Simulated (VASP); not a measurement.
# SnTe3 (Fm-3m) in VASP: further runs

The runs below take SnTe3 through single point, with PBEsol+D3(BJ), PBEsol+D4, PBEsol.

Program: VASP 6.6.1. These are calculated values, not measurements. Logs are shortened: lines on timing, memory, paths and dates and some standing lists are left out, and cuts for length are marked.

## (1) The cell of the first run

It takes space group Fm-3m (No. 225, cubic). Conventional cell: a = 7.448 Å, b = 7.448 Å, c = 7.448 Å, α = 90.00°, β = 90.00°, γ = 90.00°. Within 4.2 Å of Te (site symmetry m-3m) lie 8 Te at 3.23 Å and 6 Sn at 3.72 Å. Te (site symmetry -43m) has 4 Sn at 3.23 Å and 10 Te at 3.23 to 3.72 Å within 4.2 Å. Within 4.2 Å of Sn (site symmetry m-3m) lie 14 Te at 3.23 to 3.72 Å.

## (2) Single point, PBEsol+D3(BJ)

Input file INCAR:

```
SYSTEM = SnTe3
PREC     = Accurate       ! precision mode
ENCUT    = 520            ! plane-wave cutoff, eV
EDIFF    = 1E-6           ! SCF threshold, eV
ISMEAR   = -1             ! smearing method
SIGMA    = 0.05           ! smearing width, eV
LREAL    = .False.        ! projectors in reciprocal space
LASPH    = .True.         ! aspherical terms in the spheres
NELM     = 60             ! most SCF steps
ALGO     = Normal         ! electronic algorithm
ISIF     = 2              ! what is computed and relaxed
LWAVE    = .False.        ! write WAVECAR
LCHARG   = .False.        ! write CHGCAR
GGA      = PS             ! functional
IVDW     = 12             ! dispersion correction
NBANDS   = 24             ! bands
```

Input file KPOINTS:

```
regular mesh
0
Gamma
  6 6 6
  0 0 0
```

Input file POSCAR:

```
SnTe3
1.0
    0.0000000000      3.7240105325      3.7240105325
    3.7240105325      0.0000000000      3.7240105325
    3.7240105325      3.7240105325      0.0000000000
Te Sn
3 1
Direct
    0.5000000000      0.5000000000      0.5000000000
    0.7500000000      0.7500000000      0.7500000000
    0.2500000000      0.2500000000      0.2500000000
    0.0000000000      0.0000000000      0.0000000000
```

Potentials or basis: VASP PAW PBE potentials, release 64 (Te, Sn_d).

Launch:

```sh
cat potpaw_PBE.64/Te/POTCAR potpaw_PBE.64/Sn_d/POTCAR > POTCAR
mpirun -np 1 vasp_std > vasp.out
```

OUTCAR:

```text
SYSTEM = SnTe3
   PREC = Accurate
   ENCUT = 520
   EDIFF = 1E-6
   ISMEAR = -1
   LREAL = .False.
   LASPH = .True.
   NELM = 60
   ISIF = 2
   GGA = PS
   IVDW = 12
 IVDW          = 12

 ion  position               nearest neighbor table
   1  0.500  0.500  0.500-   2 3.23   3 3.23   3 3.23   3 3.23   3 3.23   2 3.23   2 3.23   2 3.23

   2  0.750  0.750  0.750-   1 3.23   4 3.23   1 3.23   1 3.23   1 3.23   4 3.23   4 3.23   4 3.23

   3  0.250  0.250  0.250-   1 3.23   4 3.23   4 3.23   4 3.23   4 3.23   1 3.23   1 3.23   1 3.23

   4  0.000  0.000  0.000-   2 3.23   3 3.23   2 3.23   2 3.23   2 3.23   3 3.23   3 3.23   3 3.23

  LATTYP: Found a face centered cubic cell.
 ALAT       =     7.4480210650

  Lattice vectors:

 A1 = (   0.0000000000,   3.7240105325,   3.7240105325)
 A2 = (   3.7240105325,   0.0000000000,   3.7240105325)
 A3 = (   3.7240105325,   3.7240105325,   0.0000000000)

Analysis of symmetry for initial positions (statically):
=====================================================================
 Subroutine PRICEL returns:
 Original cell was already a primitive cell.

 Routine SETGRP: Setting up the symmetry group for a
 face centered cubic supercell.

 Subroutine GETGRP returns: Found 48 space group operations
 (whereof 48 operations were pure point group operations)
 out of a pool of 48 trial point group operations.

The static configuration has the point symmetry O_h .

Analysis of symmetry for dynamics (positions and initial velocities):
=====================================================================
 Subroutine PRICEL returns:
 Original cell was already a primitive cell.

 Routine SETGRP: Setting up the symmetry group for a
 face centered cubic supercell.

 Subroutine GETGRP returns: Found 48 space group operations
 (whereof 48 operations were pure point group operations)
 out of a pool of 48 trial point group operations.

The dynamic configuration has the point symmetry O_h .

 Subroutine INISYM returns: Found 48 space group operations
 (whereof 48 operations are pure point group operations),
 and found     1 'primitive' translations

----------------------------------------------------------------------------------------

                                     Primitive cell

  volume of cell :     103.2911

  direct lattice vectors                    reciprocal lattice vectors
     0.000000000  3.724010532  3.724010532    -0.134263852  0.134263852  0.134263852
     3.724010532  0.000000000  3.724010532     0.134263852 -0.134263852  0.134263852
     3.724010532  3.724010532  0.000000000     0.134263852  0.134263852 -0.134263852

  length of vectors
     5.266546201  5.266546201  5.266546201     0.232551814  0.232551814  0.232551814

  position of ions in fractional coordinates (direct lattice)
     0.500000000  0.500000000  0.500000000
     0.750000000  0.750000000  0.750000000
     0.250000000  0.250000000  0.250000000
     0.000000000  0.000000000  0.000000000

  ion indices of the primitive-cell ions
   primitive index   ion index
                 1           1
                 2           2
                 3           3
                 4           4

----------------------------------------------------------------------------------------

 KPOINTS: regular mesh

Automatic generation of k-mesh.
 Grid dimensions read from file:
 generate k-points for:    6    6    6

 Generating k-lattice:

  Cartesian coordinates                     Fractional coordinates (reciprocal lattice)
    -0.022377309  0.022377309  0.022377309     0.166666667  0.000000000  0.000000000
     0.022377309 -0.022377309  0.022377309     0.000000000  0.166666667  0.000000000
     0.022377309  0.022377309 -0.022377309     0.000000000  0.000000000  0.166666667

  Length of vectors
     0.038758636  0.038758636  0.038758636

  Shift w.r.t. Gamma in fractional coordinates (k-lattice)
     0.000000000  0.000000000  0.000000000

 Subroutine IBZKPT returns following result:
 ===========================================

 Found     16 irreducible k-points:

 Following reciprocal coordinates:
            Coordinates               Weight
  0.000000  0.000000  0.000000      1.000000
  0.166667  0.000000  0.000000      8.000000
  0.333333  0.000000  0.000000      8.000000
  0.500000  0.000000  0.000000      4.000000
  0.166667  0.166667  0.000000      6.000000
  0.333333  0.166667  0.000000     24.000000
[... 8 lines left out ...]
 -0.333333  0.333333  0.166667     24.000000
 -0.333333  0.500000  0.166667     12.000000
   k-points           NKPTS =     16   k-points in BZ     NKDIM =     16   number of bands    NBANDS=     24
   number of dos      NEDOS =    301   number of ions     NIONS =      4
   total plane-waves  NPLWV =  64000
   dimension x,y,z NGX =    40 NGY =   40 NGZ =   40
   dimension x,y,z NGXF=    80 NGYF=   80 NGZF=   80
   ions per type =               3   1
   NGX,Y,Z   is equivalent  to a cutoff of  12.63, 12.63, 12.63 a.u.
   NGXF,Y,Z  is equivalent  to a cutoff of  25.25, 25.25, 25.25 a.u.
 SYSTEM =  SnTe3
   PREC   = accura    normal or accurate (medium, high low for compatibility)
   ISTART =      0    job   : 0-new  1-cont  2-samecut
   ICHARG =      2    charge: 1-file 2-atom 10-const
   ISPIN  =      1    spin polarized calculation?
   LNONCOLLINEAR =      F non collinear calculations
   LSORBIT =      F    spin-orbit coupling
   LASPH  =      T    aspherical Exc in radial PAW
   ENCUT  =  520.0 eV  38.22 Ry    6.18 a.u.   9.79  9.79  9.79*2*pi/ulx,y,z
   NELM   =     60;   NELMIN=  2; NELMDL= -5     # of ELM steps
   EDIFF  = 0.1E-05   stopping-criterion for ELM
   LREAL  =      F    real-space projection
   EDIFFG = 0.1E-04   stopping-criterion for IOM
   NSW    =      0    number of steps for IOM
   IBRION =     -1    ionic relax: 0-MD 1-quasi-New 2-CG
   NFREE  =      0    steps in history (QN), initial steepest desc. (CG)
   ISIF   =      2    stress and relaxation
   ISYM   =      2    0-nonsym 1-usesym 2-fastsym
   POTIM  = 0.5000    time-step for ionic-motion
   TEBEG  =    0.0;   TEEND  =   0.0 temperature during run
   PSTRESS=    0.0 pullay stress
   NELECT =      32.0000    total number of electrons
   NUPDOWN=      -1.0000    fix difference up-down
   EMIN   =  10.00;   EMAX   =-10.00  energy-range for DOS
   EFERMI =   0.00;   METHOD = LEGACY
   ISMEAR =    -1;   SIGMA  =   0.05  broadening in eV -4-tet -1-fermi 0-gaus
   EFERMI_NEDOS =   21; number of points for ismear=-14 and -15
   IALGO  =     38    algorithm
   IMIX   =      4    mixing-type and parameters
     AMIX     =   0.40;   BMIX     =  1.00
     AMIX_MAG =   1.60;   BMIX_MAG =  1.00
  volume/ion in A,a.u.               =      25.82       174.26
  Fermi-wavevector in a.u.,A,eV,Ry     =   1.107739  2.093322 16.695500  1.227085
  Thomas-Fermi vector in A             =   2.244257
   LORBIT       =      0    0 simple, 1 ext, 2 COOP (PROOUT), +10 PAW based schemes
   GGA     = PS    functional components
   LHFCALC =     F    Hartree Fock is set to
   AEXX    =    0.0000 exact exchange contribution
   IVDW    =    12    specifies the selected vdW correction
   LEPSILON=     F    determine dielectric tensor
   LRPA    =     F    only Hartree local field effects (RPA)
 non-spin polarized calculation
  energy-cutoff  :      520.00
  volume of cell :      103.29
 maximum number of plane-waves:      2798
   NGX = 19   NGY = 19   NGZ = 19

 number of electron      32.0000006 magnetization

 Free energy of the ion-electron system (eV)
  ---------------------------------------------------
  ext. energy  EPLUGINS =         0.00000000
  ---------------------------------------------------
  free energy    TOTEN  =       -14.37535084 eV

  energy without entropy =      -14.33685013  energy(sigma->0) =      -14.35610048

 E-fermi :   9.0914     XC(G=0): -10.6483

 val. band max:        9.0809413857   @ k =   0.5000   0.3333   0.0000
 cond. band min:       9.1382838903   @ k =   0.3333   0.3333   0.0000
 fundamental gap:      0.0573425046
 Fermi energy:         9.0913731389

 k-point     1 :       0.0000    0.0000    0.0000
  band No.  band energies     occupation
      1     -12.4307      2.00000
      2     -12.4307      2.00000
      3     -12.4307      2.00000
      4     -12.4217      2.00000
      5     -12.4217      2.00000
      6      -5.2705      2.00000
[... 16 lines left out ...]
     23      13.8174      0.00000
     24      19.6172      0.00000

 k-point     2 :       0.1667    0.0000    0.0000
  band No.  band energies     occupation
      1     -12.4312      2.00000
      2     -12.4303      2.00000
      3     -12.4303      2.00000
      4     -12.4218      2.00000
      5     -12.4218      2.00000
      6      -5.0705      2.00000
[... 16 lines left out ...]
     23      13.4728      0.00000
     24      18.5529      0.00000

 k-point     3 :       0.3333    0.0000    0.0000
  band No.  band energies     occupation
      1     -12.4323      2.00000
      2     -12.4296      2.00000
      3     -12.4296      2.00000
      4     -12.4218      2.00000
      5     -12.4218      2.00000
      6      -4.4973      2.00000
[... 16 lines left out ...]
     23      14.4903      0.00000
     24      17.6035      0.00000
[... 298 lines left out ...]
 k-point    15 :      -0.3333    0.3333    0.1667
  band No.  band energies     occupation
      1     -12.4317      2.00000
      2     -12.4309      2.00000
      3     -12.4280      2.00000
      4     -12.4227      2.00000
      5     -12.4216      2.00000
      6      -3.3970      2.00000
[... 16 lines left out ...]
     23      15.8817      0.00000
     24      16.2776      0.00000

 k-point    16 :      -0.3333    0.5000    0.1667
  band No.  band energies     occupation
      1     -12.4334      2.00000
      2     -12.4295      2.00000
      3     -12.4275      2.00000
      4     -12.4232      2.00000
      5     -12.4213      2.00000
      6      -2.9598      2.00000
[... 16 lines left out ...]
     23      15.7396      0.00000
     24      15.7503      0.00000

------------------------ aborting loop because EDIFF is reached ----------------------------------------

 Edisp (eV)   -2.01459

 E8    (eV) :    -1.3796

  FORCE on cell =-STRESS in cart. coord.  units (eV):
  Direction    XX          YY          ZZ          XY          YZ          ZX
  --------------------------------------------------------------------------------------
  -------------------------------------------------------------------------------------
  Total      -0.01455    -0.01455    -0.01455    -0.00000     0.00000     0.00000
  in kB      -0.22577    -0.22577    -0.22577    -0.00000     0.00000     0.00000
  external pressure =       -0.23 kB  Pullay stress =        0.00 kB

 VOLUME and BASIS-vectors are now :
 -----------------------------------------------------------------------------
  energy-cutoff  :      520.00
  volume of cell :      103.29
      direct lattice vectors                 reciprocal lattice vectors
     0.000000000  3.724010532  3.724010532    -0.134263852  0.134263852  0.134263852
     3.724010532  0.000000000  3.724010532     0.134263852 -0.134263852  0.134263852
     3.724010532  3.724010532  0.000000000     0.134263852  0.134263852 -0.134263852

 POSITION                                       TOTAL-FORCE (eV/Angst)
 -----------------------------------------------------------------------------------
      3.72401      3.72401      3.72401        -0.000000      0.000000     -0.000000
      5.58602      5.58602      5.58602        -0.000000     -0.000000     -0.000000
      1.86201      1.86201      1.86201         0.000000      0.000000      0.000000
      0.00000      0.00000      0.00000        -0.000000      0.000000     -0.000000
 -----------------------------------------------------------------------------------
    total drift:                               -0.000000      0.000000      0.000000

  FREE ENERGIE OF THE ION-ELECTRON SYSTEM (eV)
  ---------------------------------------------------
  free  energy   TOTEN  =       -16.3899372725 eV

  energy  without entropy=      -16.3514365694  energy(sigma->0) =      -16.37068692
```

Run time: 24 s. Hardware: 1 thread of Intel Xeon 6975P-C (Granite Rapids), shared host; peak memory 0.25 GiB.

Results:

- Free energy: -16.3899 eV
- Pressure: 0.0 GPa
- Band gap on the k mesh: zero (band 16 reaches 9.48 eV, above the bottom of band 17 at 6.90 eV)
- Dispersion energy per atom: -0.504 eV

Caveat: the PAW data sets were made with another functional, which shifts forces and pressure a little; spin-orbit coupling is left out, which moves the levels of the heavy elements; pairwise dispersion overbinds metals, which lowers pressure and volume.

[end of part 1 of 3]
